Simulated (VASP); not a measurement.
Set up this calculation in VASP 6.6.1, as the native input.

* Task: single point
* Functional: LDA
* Potentials or basis: VASP PAW LDA potentials, release 64 (Rh_pv)
* Cutoff: 520 eV
* k mesh: 20 × 20 × 20
* Occupations: gaussian, width 0.15 eV
* Spin: no spin polarisation
* Dipole correction: no
* Further INCAR settings: ALGO = Fast; EDIFF = 1e-06; NBANDS = 14

The structure of Rh lies in POSCAR:

```
Rh
1.0
   -0.2815552893      1.8269184202      1.8770352617
    1.8269184202     -0.2815552893      1.8770352617
    1.5453631310      1.5453631310      0.0000000000
Rh
1
Direct
    0.0000000000      0.0000000000      0.0000000000
```

These files were run (other wordings do the same):

INCAR

```
SYSTEM = Rh
  ALGO = Fast
  EDIFF = 1E-6
  ENCUT = 520
  GGA = CA
  ISIF = 2
  ISMEAR = 0
  LASPH = .TRUE.
  LCHARG = .TRUE.
  LELF = .TRUE.
  LREAL = .FALSE.
  LVHAR = .TRUE.
  LWAVE = .FALSE.
  NBANDS = 14
  NELM = 100
  PREC = Accurate
  SIGMA = 0.15
```

KPOINTS

```
k-points
0
G
  20 20 20
  0 0 0
```

Potentials or basis: VASP PAW LDA potentials, release 64 (Rh_pv).

Launch:

```console
$ cat potpaw_LDA.64/Rh_pv/POTCAR > POTCAR
$ mpirun -np 1 vasp_std > vasp.out
```

Results of the run:

| Property | Result |
| --- | --- |
| Pressure | 71.9 GPa |
| Band gap on the k mesh | zero (an odd number of electrons rules out a gap without spin polarisation) |

Caveat: the cell stands under pressure.

Run time: 2.5 min on 1 thread of Intel(R) Xeon(R) Platinum 8259CL CPU @ 2.50GHz (Skylake/Cascade Lake) (shared host), peak memory 0.27 GiB.
